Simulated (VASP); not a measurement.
Set up this calculation in VASP 6.6.1, as the native input.

* Task: single point
* Functional: PBE
* Potentials or basis: VASP PAW PBE potentials, release 64 (Na_pv, H)
* Cutoff: 520 eV
* k mesh: 4 × 4 × 1
* Occupations: gaussian, width 0.1 eV
* Spin: no spin polarisation
* Dipole correction: yes
* Further INCAR settings: ALGO = Normal; EDIFF = 1e-07; NBANDS = 40

The structure of Na4H lies in POSCAR:

```
Na4H
1.0
    7.2665057608      0.0000000000      0.0000000000
   -2.4221685869      6.8509273320      0.0000000000
    0.0000000000      0.0000000000     20.9665385532
Na H
8 2
Direct
    0.2500000000      0.2500000000      0.1907801800
    0.2500000000      0.7500000000      0.1907801800
    0.7500000000      0.2500000000      0.1907801800
    0.7500000000      0.7500000000      0.1907801800
    0.0000000000      0.0000000000      0.3322693699
    0.0000000000      0.5000000000      0.3322693699
    0.5000000000      0.0000000000      0.3322693699
    0.5000000000      0.5000000000      0.3322693699
   -0.1823434872      0.7500000000      0.4147817977
    0.1823434872      0.7500000000      0.4147817977
```

The input as run:

INCAR

```
SYSTEM = Na4H
PREC = Accurate
ENCUT = 520
EDIFF = 1E-7
ISMEAR = 0
SIGMA = 0.1
LREAL = .FALSE.
LASPH = .TRUE.
NELM = 60
ALGO = Normal
ISIF = 2
LWAVE = .FALSE.
LCHARG = .FALSE.
LDIPOL = .TRUE.
IDIPOL = 3
DIPOL = 0.5 0.5 0.292
GGA = PE
NBANDS = 40
```

KPOINTS

```
Automatic mesh
0
G
  4 4 1
  0 0 0
```

Potentials or basis: VASP PAW PBE potentials, release 64 (Na_pv, H).

The run is started by

```bash
$ cat potpaw_PBE.64/Na_pv/POTCAR potpaw_PBE.64/H/POTCAR > POTCAR
$ mpirun -np 1 vasp_std > vasp.out
```

Results of the run:

| Property | Result |
| --- | --- |
| Largest force | 1.034 eV/Å |
| Band gap on the k mesh | zero (bands 29 and 30 overlap by 0.83 eV) |

It took 8.3 min on 1 thread of Intel(R) Xeon(R) 6975P-C (Granite Rapids), on a shared host, peak memory 1.1 GiB.
